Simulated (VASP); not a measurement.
Write the native input for VASP 6.6.1 that does the following.

```
Task                   : single point
Functional             : PBEsol
Potentials or basis    : VASP PAW PBE potentials, release 64 (Cu)
Cutoff                 : 520 eV
k mesh                 : 16 × 16 × 9
Occupations            : fermi-dirac, width 0.1 eV
Spin                   : no spin polarisation
Dipole correction      : no
Further INCAR settings : ALGO = Normal; EDIFF = 1e-07; NBANDS = 18
```

The structure of Cu lies in POSCAR:

```
Cu
1.0
    2.4073950000      0.0000000000      0.0000000000
   -1.2036975000      2.0848605000      0.0000000000
    0.0000000000      0.0000000000      4.5568642659
Cu
2
Direct
    0.3333333333      0.6666666667      0.2500000000
    0.6666666667      0.3333333333      0.7500000000
```

The input as run:

INCAR

```
PREC = Accurate
ENCUT = 520
EDIFF = 1E-7
ISMEAR = -1
SIGMA = 0.1
LREAL = False
LASPH = True
NELM = 80
ALGO = Normal
ISIF = 2
LWAVE = False
LCHARG = True
GGA = PS
LELF = True
LVHAR = True
NBANDS = 18
```

KPOINTS

```
Automatic mesh
0
Gamma
  16 16 9
```

Potentials or basis: VASP PAW PBE potentials, release 64 (Cu).

Launch:

```sh
$ cat potpaw_PBE.64/Cu/POTCAR > POTCAR
$ mpirun -np 1 vasp_std > vasp.out
```

Results of the run:

The pressure is 3.5 GPa and the band gap on the k mesh is zero (band 11 reaches 11.90 eV, above the bottom of band 12 at 5.91 eV).

Caveat: the PAW data sets were made with another functional, which shifts forces and pressure a little.

It took 24 s on 1 thread of Intel(R) Xeon(R) 6975P-C (Granite Rapids), on a shared host, peak memory 0.16 GiB.
